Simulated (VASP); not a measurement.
Here is a VASP 6.6.1 calculation.

POSCAR

```
Pt
1.0
    0.0000000000      1.9609000000      1.9609000000
    1.9609000000      0.0000000000      1.9609000000
    1.9609000000      1.9609000000      0.0000000000
Pt
1
Direct
    0.0000000000      0.0000000000      0.0000000000
```

Contents of INCAR.step1:

```
PREC = Accurate
ENCUT = 520
ISMEAR = -1
SIGMA = 0.05
LREAL = F
LASPH = T
NELM = 60
NBANDS = 11
GGA = PE
ALGO = Normal
EDIFF = 1E-4
LWAVE = T
LCHARG = F
```

File INCAR.step2:

```
PREC = Accurate
ENCUT = 520
EDIFF = 1E-6
ISMEAR = -1
SIGMA = 0.05
LREAL = F
LASPH = T
NELM = 60
ALGO = Normal
ISIF = 2
LWAVE = F
LCHARG = F
METAGGA = R2SCAN
LMIXTAU = T
NBANDS = 11
ISTART = 1
```

Contents of KPOINTS:

```
Automatic mesh
0
Gamma
  7 7 7
```

Potentials or basis: VASP PAW PBE potentials, release 64 (Pt).

Command:

```console
$ cat potpaw_PBE.64/Pt/POTCAR > POTCAR
$ cp INCAR.step1 INCAR
$ mpirun -np 1 vasp_std > vasp.out
$ cp INCAR.step2 INCAR
$ mpirun -np 1 vasp_std > vasp.out
```

Question: Predict the pressure.

Answer: 6.3 GPa.

Question: What does it give for the band gap on the k mesh?

Answer: Zero (band 5 reaches 11.35 eV, above the bottom of band 6 at 9.19 eV).

Caveat: the k points lie up to 0.40 Å⁻¹ apart; the PAW data sets were made with another functional, which shifts forces and pressure a little; spin-orbit coupling is left out, which moves the levels of the heavy elements.
